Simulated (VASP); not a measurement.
# Be16C (a cell with a defect) in VASP: notebook, part 3 of 3

VASP 6.6.1.

**5. Single point, PBEsol**

Input file INCAR:

```
SYSTEM = Be16C
PREC     = Accurate       ! precision mode
ENCUT    = 520            ! plane-wave cutoff, eV
EDIFF    = 1E-6           ! SCF threshold, eV
ISMEAR   = 0              ! smearing method
SIGMA    = 0.05           ! smearing width, eV
LREAL    = Auto         
LASPH    = .TRUE.         ! aspherical terms in the spheres
NELM     = 100            ! most SCF steps
ALGO     = Normal         ! electronic algorithm
ISIF     = 2              ! what is computed and relaxed
LWAVE    = .FALSE.        ! write WAVECAR
LCHARG   = .FALSE.        ! write CHGCAR
GGA      = PS             ! functional
NBANDS   = 32             ! bands
```

Input file KPOINTS:

```
regular mesh
0
G
  5 5 3
  0 0 0
```

Input file POSCAR:

```
Be16C
1.0
   -2.2900000000     -3.9663960000      0.0000000000
    3.4350000000     -1.9831980000      0.0000000000
    0.0000000000      0.0000000000      7.1768600000
Be C
16 1
Direct
    0.7551406954      0.4964673050     -0.0021367283
    0.5005739744      0.2871218054      0.2395682792
    0.7596264505      0.5103346642      0.4984267493
    0.4999921365      0.3315519629      0.7529760926
    0.4999804082     -0.0054680830     -0.0085013502
    0.2156019773      0.8470365438      0.2460446491
    0.5001014568     -0.0301172238      0.5088052435
    0.2466432132      0.8381202208      0.7535808139
    0.2447537864      0.4967499769     -0.0018501127
    0.0000910278      0.3166309909      0.2478225854
    0.2405480468      0.5107609977      0.4980072065
    0.0002846581      0.3429344591      0.7545242627
    0.0002475078      0.0104211915     -0.0053753313
    0.7857794767      0.8457080063      0.2457067576
    0.0003236377      0.0400934877      0.5088443971
    0.7535860777      0.8378765991      0.7536344585
    0.5004522677      0.6588788044      0.3461049818
```

Potentials or basis: VASP PAW PBE potentials, release 64 (Be, C).

Run with:

```sh
$ cat potpaw_PBE.64/Be/POTCAR potpaw_PBE.64/C/POTCAR > POTCAR
$ mpirun -np 1 vasp_std > vasp.out
```

OUTCAR:

```text
SYSTEM = Be16C
   PREC = Accurate
   ENCUT = 520
   EDIFF = 1E-6
   ISMEAR = 0
   LREAL = Auto
   LASPH = .TRUE.
   NELM = 100
   ISIF = 2
   GGA = PS

 ion  position               nearest neighbor table
   1  0.755  0.496  0.998-  12 2.16   4 2.21  16 2.21  13 2.23  10 2.23   9 2.24   2 2.25  14 2.26
                             5 2.30   5 2.31  13 2.33   9 2.34
   2  0.501  0.287  0.240-  17 1.66   5 2.13   6 2.18  14 2.18   1 2.25   9 2.25  10 2.29  10 2.30
                             7 2.31   3 2.38  11 2.38
   3  0.760  0.510  0.498-  17 1.72  15 2.17   7 2.18  11 2.20  12 2.24  10 2.24  16 2.25  14 2.25
                             4 2.29  15 2.37   2 2.38  11 2.38
   4  0.500  0.332  0.753-   5 2.17   1 2.21   9 2.21   7 2.26   8 2.28  16 2.28  12 2.29  12 2.29
                             3 2.29  11 2.29  16 2.32   8 2.32
   5  0.500  0.995  0.991-   2 2.13   8 2.16  16 2.16   4 2.17  13 2.29  13 2.29   9 2.29   1 2.30
                             1 2.31   9 2.31   6 2.32  14 2.32
   6  0.216  0.847  0.246-  17 1.67  14 1.97  10 2.11  13 2.16   2 2.18  11 2.25   9 2.26  15 2.26
                             5 2.32  10 2.32   7 2.34
   7  0.500  0.970  0.509-  17 1.70   8 2.17  16 2.17  11 2.18   3 2.18   4 2.26  15 2.31   2 2.31
                            15 2.31   6 2.34  14 2.35
   8  0.247  0.838  0.754-   5 2.16   7 2.17  13 2.18   9 2.22  15 2.24  11 2.25  16 2.26  12 2.27
                             4 2.28  12 2.30   4 2.32  16 2.32
   9  0.245  0.497  0.998-  12 2.16   4 2.21   8 2.22  13 2.23  10 2.23   1 2.24   2 2.25   6 2.26
                             5 2.29   5 2.31  13 2.33   1 2.34
  10  0.000  0.317  0.248-   6 2.11  14 2.11  15 2.17  13 2.19   9 2.23   1 2.23  11 2.24   3 2.24
                             2 2.29   2 2.30  14 2.32   6 2.32
  11  0.241  0.511  0.498-  17 1.72  15 2.17   7 2.18   3 2.20  10 2.24  12 2.25   8 2.25   6 2.25
                             4 2.29  15 2.37   2 2.38   3 2.38
  12  0.000  0.343  0.755-  15 2.13   1 2.16   9 2.16  13 2.17   3 2.24  11 2.25  16 2.27   8 2.27
                             4 2.29   4 2.29   8 2.30  16 2.30
  13  0.000  0.010  0.995-  14 2.15   6 2.16  12 2.17   8 2.18  16 2.18  10 2.19   9 2.23   1 2.23
                             5 2.29   5 2.29   9 2.33   1 2.33
  14  0.786  0.846  0.246-  17 1.67   6 1.97  10 2.11  13 2.15   2 2.18   3 2.25   1 2.26  15 2.26
                            10 2.32   5 2.32   7 2.35
  15  0.000  0.040  0.509-  12 2.13   3 2.17  11 2.17  10 2.17   8 2.24  16 2.24   6 2.26  14 2.26
                             7 2.31   7 2.31  11 2.37   3 2.37
  16  0.754  0.838  0.754-   5 2.16   7 2.17  13 2.18   1 2.21  15 2.24   3 2.25   8 2.26  12 2.27
                             4 2.28  12 2.30   4 2.32   8 2.32
  17  0.500  0.659  0.346-   2 1.66   6 1.67  14 1.67   7 1.70  11 1.72   3 1.72

  LATTYP: Found a simple orthorhombic cell.
 ALAT       =     3.9663962620
 B/A-ratio  =     1.1547004875
 C/A-ratio  =     1.8094157835

  Lattice vectors:

 A1 = (  -3.4350000000,   1.9831980000,   0.0000000000)
 A2 = (  -2.2900000000,  -3.9663960000,   0.0000000000)
 A3 = (   0.0000000000,   0.0000000000,   7.1768600000)

Analysis of symmetry for initial positions (statically):
=====================================================================
 Subroutine PRICEL returns:
 Original cell was already a primitive cell.

 Routine SETGRP: Setting up the symmetry group for a
 simple orthorhombic supercell.

 Subroutine GETGRP returns: Found  1 space group operations
 (whereof  1 operations were pure point group operations)
 out of a pool of  8 trial point group operations.

The static configuration has the point symmetry C_1 .

Analysis of symmetry for dynamics (positions and initial velocities):
=====================================================================
 Subroutine PRICEL returns:
 Original cell was already a primitive cell.

 Routine SETGRP: Setting up the symmetry group for a
 simple orthorhombic supercell.
[... 125 lines left out ...]
 SYSTEM =  Be16C
   PREC   = accura    normal or accurate (medium, high low for compatibility)
   ISTART =      0    job   : 0-new  1-cont  2-samecut
   ICHARG =      2    charge: 1-file 2-atom 10-const
   ISPIN  =      1    spin polarized calculation?
   LNONCOLLINEAR =      F non collinear calculations
   LSORBIT =      F    spin-orbit coupling
   LASPH  =      T    aspherical Exc in radial PAW
   ENCUT  =  520.0 eV  38.22 Ry    6.18 a.u.   8.52  7.37 13.34*2*pi/ulx,y,z
   NELM   =    100;   NELMIN=  2; NELMDL= -5     # of ELM steps
   EDIFF  = 0.1E-05   stopping-criterion for ELM
   LREAL  =      T    real-space projection
   EDIFFG = 0.1E-04   stopping-criterion for IOM
   NSW    =      0    number of steps for IOM
   IBRION =     -1    ionic relax: 0-MD 1-quasi-New 2-CG
   NFREE  =      0    steps in history (QN), initial steepest desc. (CG)
   ISIF   =      2    stress and relaxation
   ISYM   =      2    0-nonsym 1-usesym 2-fastsym
   POTIM  = 0.5000    time-step for ionic-motion
   TEBEG  =    0.0;   TEEND  =   0.0 temperature during run
   PSTRESS=    0.0 pullay stress
   NELECT =      36.0000    total number of electrons
   NUPDOWN=      -1.0000    fix difference up-down
   EMIN   =  10.00;   EMAX   =-10.00  energy-range for DOS
   EFERMI =   0.00;   METHOD = LEGACY
   ISMEAR =     0;   SIGMA  =   0.05  broadening in eV -4-tet -1-fermi 0-gaus
   EFERMI_NEDOS =   21; number of points for ismear=-14 and -15
   IALGO  =     38    algorithm
   IMIX   =      4    mixing-type and parameters
     AMIX     =   0.40;   BMIX     =  1.00
     AMIX_MAG =   1.60;   BMIX_MAG =  1.00
  volume/ion in A,a.u.               =       7.67        51.75
  Fermi-wavevector in a.u.,A,eV,Ry     =   1.066049  2.014540 15.462471  1.136460
  Thomas-Fermi vector in A             =   2.201620
   LORBIT       =      0    0 simple, 1 ext, 2 COOP (PROOUT), +10 PAW based schemes
   GGA     = PS    functional components
   LHFCALC =     F    Hartree Fock is set to
   AEXX    =    0.0000 exact exchange contribution
   IVDW    =     0    specifies the selected vdW correction
   LEPSILON=     F    determine dielectric tensor
   LRPA    =     F    only Hartree local field effects (RPA)
 non-spin polarized calculation
 Gauss-broadening in eV      SIGMA  =   0.05
  energy-cutoff  :      520.00
  volume of cell :      130.38
 maximum number of plane-waves:      3529
 NGX is ok and might be reduce to    36
   NGX = 17   NGY = 15   NGZ = 27

 number of electron      36.0000000 magnetization

 Free energy of the ion-electron system (eV)
  ---------------------------------------------------
  ext. energy  EPLUGINS =         0.00000000
  ---------------------------------------------------
  free energy    TOTEN  =       -69.90444453 eV

  energy without entropy =      -69.90213349  energy(sigma->0) =      -69.90328901

 E-fermi :   7.3339     XC(G=0): -10.7556

 val. band max:        7.3139529459   @ k =   0.0000   0.0000   0.3333
 cond. band min:       7.3357214692   @ k =   0.0000   0.0000   0.3333
 fundamental gap:      0.0217685233
 Fermi energy:         7.3339219532

 k-point     1 :       0.0000    0.0000    0.0000
  band No.  band energies     occupation
      1      -6.7466      2.00000
      2      -3.1987      2.00000
      3      -2.2176      2.00000
      4      -0.4262      2.00000
      5       0.0301      2.00000
      6       1.1295      2.00000
[... 781 lines left out ...]
     29      12.5148      0.00000
     30      13.1923      0.00000

 [... further k-points ...]

 [bands above 30 left out]

------------------------ aborting loop because EDIFF is reached ----------------------------------------

  FORCE on cell =-STRESS in cart. coord.  units (eV):
  Direction    XX          YY          ZZ          XY          YZ          ZX
  --------------------------------------------------------------------------------------
  -------------------------------------------------------------------------------------
  Total        4.8404046      6.0870196      8.2774619      1.0066044     -1.3008122      2.2692944
  in kB       59.4834601     74.8030423    101.7212639     12.3701054    -15.9856085     27.8872313
  external PRESSURE =      78.6692554 kB  Pullay stress =       0.0000000 kB

 VOLUME and BASIS-vectors are now :
 -----------------------------------------------------------------------------
  energy-cutoff  :      520.00
  volume of cell :      130.38
      direct lattice vectors                 reciprocal lattice vectors
    -2.290000000 -3.966396000  0.000000000    -0.109170306 -0.189088533  0.000000000
     3.435000000 -1.983198000  0.000000000     0.218340611 -0.126059022  0.000000000
     0.000000000  0.000000000  7.176860000     0.000000000  0.000000000  0.139336702

 POSITION                                       TOTAL-FORCE (eV/Angst)
 -----------------------------------------------------------------------------------
     -0.02391     -3.97978      7.16153        -0.031649     -0.026336     -0.218731
     -0.16005     -2.55489      1.71935         0.300914     -0.171698     -0.270107
      0.01345     -4.02507      3.57714        -0.021234     -0.168051      0.111098
     -0.00610     -2.64070      5.40400        -0.005366      0.001316     -0.032041
      2.27126     -3.95547      7.11585         0.095613     -0.063232     -0.139063
      2.41584     -2.53500      1.76583        -0.313051     -0.019431     -0.167328
[... 9 lines left out ...]
      1.15239     -4.65070      5.40873         0.020047     -0.043181      0.002442
      1.11721     -3.29168      2.48395         0.040606     -0.025096      1.095147
 -----------------------------------------------------------------------------------
    total drift:                               -0.000571      0.002927      0.001698

  FREE ENERGIE OF THE ION-ELECTRON SYSTEM (eV)
  ---------------------------------------------------
  free  energy   TOTEN  =       -69.9044445342 eV

  energy  without entropy=      -69.9021334947  energy(sigma->0) =      -69.90328901
```

Wall time 2.4 min (1 thread of AMD EPYC 9R45 (Zen 5), shared host); peak memory 0.24 GiB.

What came out:

* Free energy: -69.9044 eV
* Pressure: 7.9 GPa
* Largest force: 1.096 eV/Å
* Band gap on the k mesh: zero (bands 18 and 19 overlap by 0.84 eV)

Forces on the atoms (eV/Å):
```
Be  -0.032 -0.026 -0.219
Be   0.301 -0.172 -0.270
Be  -0.021 -0.168  0.111
Be  -0.005  0.001 -0.032
Be   0.096 -0.063 -0.139
Be  -0.313 -0.019 -0.167
Be   0.076 -0.050  0.128
Be   0.038  0.009  0.004
Be   0.005  0.029 -0.227
Be  -0.089  0.046 -0.134
Be   0.129  0.104  0.125
Be  -0.009  0.010 -0.022
Be  -0.139  0.084 -0.055
Be  -0.120  0.289 -0.156
Be   0.021 -0.006 -0.043
Be   0.020 -0.043  0.002
C    0.041 -0.025  1.095
```

Stress tensor (GPa, compression positive):
```
 5.95  1.24  2.79
 1.24  7.48 -1.60
 2.79 -1.60 10.17
```

Caveat: the PAW data sets were made with another functional, which shifts forces and pressure a little.

**6. The runs side by side**

| cell | gap on the mesh (eV) | pressure (GPa) | largest force (eV/Å) |
| --- | --- | --- | --- |
| as given, atomic positions A | none | 7.9 | 1.07 |
| as given, atomic positions B | none | 7.3 | 2.33 |
| as given, atomic positions C | none | 7.3 | 2.31 |
| as given, atomic positions D | none | 7.9 | 1.10 |

Alike in all rows: task single point; level PBEsol; potentials or basis VASP PAW PBE potentials, release 64 (Be, C); no spin polarisation; k mesh 5 × 5 × 3; cutoff (eV) 520; smearing gaussian 0.05 eV.

Caveats: the PAW data sets were made with another functional, which shifts forces and pressure a little.

Absolute energies hang on the potentials; compare differences alone.

The gap in the log of VASP goes by the Fermi energy; the results here count the filled bands.